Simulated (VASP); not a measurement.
# AlNi (P1) in VASP: single point with PBE

Aim: the single point of AlNi with PBE.

Everything below comes from runs of VASP 6.6.1. Logs are shortened: lines on timing, memory, paths and dates and some standing lists are left out, and cuts for length are marked.

### Step 1. The cell of the first run

The typed cell holds 2 atoms: a = 2.851 Å, b = 2.871 Å, c = 2.930 Å, α = 90.00°, β = 90.94°, γ = 90.53°.

### Step 2. Single point, PBE, collinear spin, ferromagnetic start

The input, INCAR:

```
SYSTEM = AlNi
PREC = Accurate
ENCUT = 520
EDIFF = 1E-7
ISMEAR = -1
SIGMA = 0.1
LREAL = .FALSE.
LASPH = .TRUE.
NELM = 150
ALGO = Normal
ISIF = 2
LWAVE = .FALSE.
LCHARG = .FALSE.
ISPIN = 2
MAGMOM = 0 1
LORBIT = 11
LMAXMIX = 4
GGA = PE
NBANDS = 18
```

The input, KPOINTS:

```
Automatic mesh
0
G
  7 7 7
  0 0 0
```

The input, POSCAR:

```
AlNi
1.0
    2.8511761818     -0.0133020965     -0.0237093844
   -0.0133020965      2.8705884281     -0.0001302163
   -0.0237093844     -0.0001302163      2.9296164815
Al Ni
1 1
Direct
    0.9994100000      0.0032500000      0.0032900000
    0.5028600000      0.4880900000      0.5061600000
```

Potentials or basis: VASP PAW PBE potentials, release 64 (Al, Ni).

The run is started by

```console
cat potpaw_PBE.64/Al/POTCAR potpaw_PBE.64/Ni/POTCAR > POTCAR
mpirun -np 1 vasp_std > vasp.out
```

OUTCAR:

```text
SYSTEM = AlNi
   PREC = Accurate
   ENCUT = 520
   EDIFF = 1E-7
   ISMEAR = -1
   LREAL = .FALSE.
   LASPH = .TRUE.
   NELM = 150
   ISIF = 2
   ISPIN = 2
   LORBIT = 11
   GGA = PE

 ion  position               nearest neighbor table
   1  0.999  0.003  0.003-   2 2.46   2 2.46   2 2.48   2 2.49   2 2.49   2 2.53   2 2.53   2 2.54

   2  0.503  0.488  0.506-   1 2.46   1 2.46   1 2.48   1 2.49   1 2.49   1 2.53   1 2.53   1 2.54

  LATTYP: Found a triclinic cell.
 ALAT       =     4.0545092150
 B/A-ratio  =     0.7225812712
 C/A-ratio  =     0.7080065920
 COS(alpha) =     0.0000523058
 COS(beta)  =     0.0065769043
 COS(gamma) =     0.7110430491

  Lattice vectors:

 A1 = (   2.8274667974,  -0.0134323128,   2.9059070971)
 A2 = (  -0.0237093844,  -0.0001302163,   2.9296164815)
 A3 = (   0.0133020965,  -2.8705884281,   0.0001302163)

Analysis of symmetry for initial positions (statically):
=====================================================================
 Subroutine PRICEL returns:
 Original cell was already a primitive cell.

 Routine SETGRP: Setting up the symmetry group for a
 triclinic supercell.

 Subroutine GETGRP returns: Found  1 space group operations
 (whereof  1 operations were pure point group operations)
 out of a pool of  2 trial point group operations.

The static configuration has the point symmetry C_1 .

Analysis of symmetry for dynamics (positions and initial velocities):
=====================================================================
 Subroutine PRICEL returns:
 Original cell was already a primitive cell.

 Routine SETGRP: Setting up the symmetry group for a
 triclinic supercell.

 Subroutine GETGRP returns: Found  1 space group operations
 (whereof  1 operations were pure point group operations)
 out of a pool of  2 trial point group operations.

The dynamic configuration has the point symmetry C_1 .

Analysis of structural, dynamic, and magnetic symmetry:
=====================================================================
 Subroutine PRICEL returns:
 Original cell was already a primitive cell.

 Routine SETGRP: Setting up the symmetry group for a
 triclinic supercell.

 Subroutine GETGRP returns: Found  1 space group operations
 (whereof  1 operations were pure point group operations)
 out of a pool of  2 trial point group operations.

The overall configuration has the point symmetry C_1 .

 Subroutine INISYM returns: Found  1 space group operations
 (whereof  1 operations are pure point group operations),
 and found     1 'primitive' translations

----------------------------------------------------------------------------------------

                                     Primitive cell

  volume of cell :      23.9755

  direct lattice vectors                    reciprocal lattice vectors
     2.851176182 -0.013302097 -0.023709384     0.350763638  0.001625542  0.002838802
    -0.013302097  2.870588428 -0.000130216     0.001625542  0.348368166  0.000028640
    -0.023709384 -0.000130216  2.929616482     0.002838802  0.000028640  0.341364583

  length of vectors
     2.851305789  2.870619251  2.929712423     0.350778892  0.348371960  0.341376388

  position of ions in fractional coordinates (direct lattice)
     0.999410000  0.003250000  0.003290000
     0.502860000  0.488090000  0.506160000

  ion indices of the primitive-cell ions
   primitive index   ion index
                 1           1
                 2           2

----------------------------------------------------------------------------------------

 KPOINTS: Automatic mesh

Automatic generation of k-mesh.
 Grid dimensions read from file:
 generate k-points for:    7    7    7

 Generating k-lattice:

  Cartesian coordinates                     Fractional coordinates (reciprocal lattice)
     0.050109091  0.000232220  0.000405543     0.142857143 -0.000000000  0.000000000
     0.000232220  0.049766881  0.000004091    -0.000000000  0.142857143  0.000000000
     0.000405543  0.000004091  0.048766369     0.000000000  0.000000000  0.142857143

  Length of vectors
     0.050111270  0.049767423  0.048768055

  Shift w.r.t. Gamma in fractional coordinates (k-lattice)
     0.000000000  0.000000000  0.000000000

 Subroutine IBZKPT returns following result:
 ===========================================

 Found    172 irreducible k-points:

 Following reciprocal coordinates:
            Coordinates               Weight
  0.000000  0.000000  0.000000      1.000000
  0.142857 -0.000000  0.000000      2.000000
  0.285714  0.000000  0.000000      2.000000
  0.428571 -0.000000  0.000000      2.000000
 -0.000000  0.142857 -0.000000      2.000000
  0.142857  0.142857  0.000000      2.000000
[... 16 lines left out ...]
 -0.428571  0.428571  0.000000      2.000000
 -0.285714  0.428571 -0.000000      2.000000
 [... further k-points ...]
   k-points           NKPTS =    172   k-points in BZ     NKDIM =    172   number of bands    NBANDS=     18
   number of dos      NEDOS =    301   number of ions     NIONS =      2
   total plane-waves  NPLWV =  13824
   dimension x,y,z NGX =    24 NGY =   24 NGZ =   24
   dimension x,y,z NGXF=    48 NGYF=   48 NGZF=   48
   ions per type =               1   1
   NGX,Y,Z   is equivalent  to a cutoff of  13.99, 13.90, 13.62 a.u.
   NGXF,Y,Z  is equivalent  to a cutoff of  27.99, 27.80, 27.24 a.u.
 SYSTEM =  AlNi
   PREC   = accura    normal or accurate (medium, high low for compatibility)
   ISTART =      0    job   : 0-new  1-cont  2-samecut
   ICHARG =      2    charge: 1-file 2-atom 10-const
   ISPIN  =      2    spin polarized calculation?
   LNONCOLLINEAR =      F non collinear calculations
   LSORBIT =      F    spin-orbit coupling
   LASPH  =      T    aspherical Exc in radial PAW
   ENCUT  =  520.0 eV  38.22 Ry    6.18 a.u.   5.30  5.34  5.45*2*pi/ulx,y,z
   NELM   =    150;   NELMIN=  2; NELMDL= -5     # of ELM steps
   EDIFF  = 0.1E-06   stopping-criterion for ELM
   LREAL  =      F    real-space projection
   EDIFFG = 0.1E-05   stopping-criterion for IOM
   NSW    =      0    number of steps for IOM
   IBRION =     -1    ionic relax: 0-MD 1-quasi-New 2-CG
   NFREE  =      0    steps in history (QN), initial steepest desc. (CG)
   ISIF   =      2    stress and relaxation
   ISYM   =      2    0-nonsym 1-usesym 2-fastsym
   POTIM  = 0.5000    time-step for ionic-motion
   TEBEG  =    0.0;   TEEND  =   0.0 temperature during run
   PSTRESS=    0.0 pullay stress
   NELECT =      13.0000    total number of electrons
   NUPDOWN=      -1.0000    fix difference up-down
   EMIN   =  10.00;   EMAX   =-10.00  energy-range for DOS
   EFERMI =   0.00;   METHOD = LEGACY
   ISMEAR =    -1;   SIGMA  =   0.10  broadening in eV -4-tet -1-fermi 0-gaus
   EFERMI_NEDOS =   21; number of points for ismear=-14 and -15
   IALGO  =     38    algorithm
   IMIX   =      4    mixing-type and parameters
     AMIX     =   0.40;   BMIX     =  1.00
     AMIX_MAG =   1.60;   BMIX_MAG =  1.00
  volume/ion in A,a.u.               =      11.99        80.90
  Fermi-wavevector in a.u.,A,eV,Ry     =   1.334956  2.522701 24.247040  1.782107
  Thomas-Fermi vector in A             =   2.463697
   LORBIT       =     11    0 simple, 1 ext, 2 COOP (PROOUT), +10 PAW based schemes
   GGA     = PE    functional components
   LHFCALC =     F    Hartree Fock is set to
   AEXX    =    0.0000 exact exchange contribution
   IVDW    =     0    specifies the selected vdW correction
   LEPSILON=     F    determine dielectric tensor
   LRPA    =     F    only Hartree local field effects (RPA)
 spin polarized calculation
  energy-cutoff  :      520.00
  volume of cell :       23.98
 maximum number of plane-waves:       660
 NGX is ok and might be reduce to    24
   NGX = 11   NGY = 11   NGZ = 11

 number of electron      12.9999996 magnetization       0.0003311

 number of electron      12.9999996 magnetization      -0.0000548

 Free energy of the ion-electron system (eV)
  ---------------------------------------------------
  ext. energy  EPLUGINS =         0.00000000
  ---------------------------------------------------
  free energy    TOTEN  =       -10.55035261 eV

  energy without entropy =      -10.52998895  energy(sigma->0) =      -10.54017078

 E-fermi :  10.1190     XC(G=0): -12.0342

 val. band max:       10.1153107904   @ k =  -0.2857  -0.4286   0.2857
 cond. band min:      10.1268406720   @ k =   0.2857   0.4286   0.2857
 fundamental gap:      0.0115298816
 Fermi energy:        10.1189793089

 spin component 1

 k-point     1 :       0.0000    0.0000    0.0000
  band No.  band energies     occupation
      1      -1.1279      1.00000
      2       6.7723      1.00000
      3       6.8051      1.00000
      4       8.4284      1.00000
      5       8.4617      1.00000
      6       8.5242      1.00000
[... 10 lines left out ...]
     17      33.2829      0.00000
     18      33.5061      0.00000
[... 463 lines left out ...]
 k-point    24 :      -0.2857    0.4286   -0.0000
  band No.  band energies     occupation
      1       3.3161      1.00000
      2       5.3511      1.00000
      3       7.3482      1.00000
      4       7.6433      1.00000
      5       7.8294      1.00000
      6       8.1085      1.00000
[... 10 lines left out ...]
     17      31.4155      0.00000
     18      34.6552      0.00000

 [... further k-points ...]

 spin component 2

 k-point     1 :       0.0000    0.0000    0.0000
  band No.  band energies     occupation
      1      -1.1279      1.00000
      2       6.7724      1.00000
      3       6.8052      1.00000
      4       8.4284      1.00000
      5       8.4617      1.00000
      6       8.5243      1.00000
[... 10 lines left out ...]
     17      33.2829      0.00000
     18      33.5062      0.00000
[... 463 lines left out ...]
 k-point    24 :      -0.2857    0.4286   -0.0000
  band No.  band energies     occupation
      1       3.3161      1.00000
      2       5.3511      1.00000
      3       7.3482      1.00000
      4       7.6434      1.00000
      5       7.8295      1.00000
      6       8.1086      1.00000
[... 10 lines left out ...]
     17      31.4156      0.00000
     18      34.6552      0.00000

 [... further k-points ...]

------------------------ aborting loop because EDIFF is reached ----------------------------------------

  FORCE on cell =-STRESS in cart. coord.  units (eV):
  Direction    XX          YY          ZZ          XY          YZ          ZX
  --------------------------------------------------------------------------------------
  -------------------------------------------------------------------------------------
  Total        0.4480637      0.3033640      0.0575499      0.1459763      0.0060668      0.2835418
  in kB       29.9421666     20.2725054      3.8458105      9.7549692      0.4054185     18.9478775
  external PRESSURE =      18.0201608 kB  Pullay stress =       0.0000000 kB

 VOLUME and BASIS-vectors are now :
 -----------------------------------------------------------------------------
  energy-cutoff  :      520.00
  volume of cell :       23.98
      direct lattice vectors                 reciprocal lattice vectors
     2.851176182 -0.013302097 -0.023709384     0.350763638  0.001625542  0.002838802
    -0.013302097  2.870588428 -0.000130216     0.001625542  0.348368166  0.000028640
    -0.023709384 -0.000130216  2.929616482     0.002838802  0.000028640  0.341364583

 POSITION                                       TOTAL-FORCE (eV/Angst)
 -----------------------------------------------------------------------------------
      2.84937     -0.00397     -0.01406         0.051855     -0.253874      0.053821
      1.41525      1.39435      1.47087        -0.051855      0.253874     -0.053821
 -----------------------------------------------------------------------------------
    total drift:                               -0.000112     -0.000157     -0.000017

  FREE ENERGIE OF THE ION-ELECTRON SYSTEM (eV)
  ---------------------------------------------------
  free  energy   TOTEN  =       -10.5503526118 eV

  energy  without entropy=      -10.5299889528  energy(sigma->0) =      -10.54017078

 total charge

# of ion       s       p       d       tot
------------------------------------------
    1        0.385   0.412   0.000   0.797
    2        0.475   0.512   8.478   9.464
--------------------------------------------------
tot          0.859   0.924   8.478  10.261

 magnetization (x)

# of ion       s       p       d       tot
------------------------------------------
    1       -0.000  -0.000   0.000  -0.000
    2        0.000   0.000   0.000   0.000
--------------------------------------------------
tot          0.000   0.000   0.000   0.000
```

Wall time 39 s (1 thread of Intel Xeon 6975P-C (Granite Rapids), shared host); peak memory 0.23 GiB.

Results:

```
Free energy                                           : -10.5504 eV
Pressure                                              : 1.8 GPa
Largest force                                         : 0.265 eV/Å
Net moment                                            : 0.00 μB per cell
Valence electrons inside the program's atomic spheres : Al 0.80; Ni 9.46
```

Forces on the atoms (eV/Å):
```
Al   0.052 -0.254  0.054
Ni  -0.052  0.254 -0.054
```

Caveat: the moments typed at the start vanished in this run.
